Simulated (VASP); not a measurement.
The system is TaF3.

```
CELL_PARAMETERS angstrom
4.16264 0.00000 0.00000
0.00000 4.16264 0.00000
0.00000 0.00000 4.16264
ATOMIC_POSITIONS crystal
Ta 0.00000 0.00000 0.00000
F 0.00000 0.00000 0.50000
F 0.00000 0.50000 0.00000
F 0.50000 0.00000 0.00000
```

Base run:

- Program: VASP 6.6.1
- Functional: PBE
- Potentials or basis: VASP PAW PBE potentials, release 64 (Ta_pv, F)
- Cutoff: 520 eV
- k mesh: 7 × 7 × 7
- Occupations: fermi-dirac, width 0.05 eV
- Spin: no spin polarisation
- Hubbard terms: Ta d U = 6.0 eV

Its results: band gap on the k mesh zero (band 16 reaches 4.56 eV, above the bottom of band 17 at 2.61 eV); pressure 2.3 GPa.

Question: The run is repeated on the same cell with these changes: potentials or basis from VASP PAW PBE potentials, release 64 (Ta_pv, F) to VASP PAW PBE potentials, release 64 (Ta_sv_GW, F); cutoff from 520 eV to 600 eV; further incar settings from ALGO = Normal; EDIFF = 1e-06; NBANDS = 24 to ALGO = Normal; EDIFF = 1e-06; NBANDS = 25; valence electrons from 32 to 34. What comes out?

Answer: Band gap on the k mesh zero (band 17 reaches 5.86 eV, above the bottom of band 18 at 3.91 eV); pressure 1.8 GPa.

Caveats: spin-orbit coupling is left out, which moves the levels of the heavy elements; U without spin polarisation on a metal has little footing.
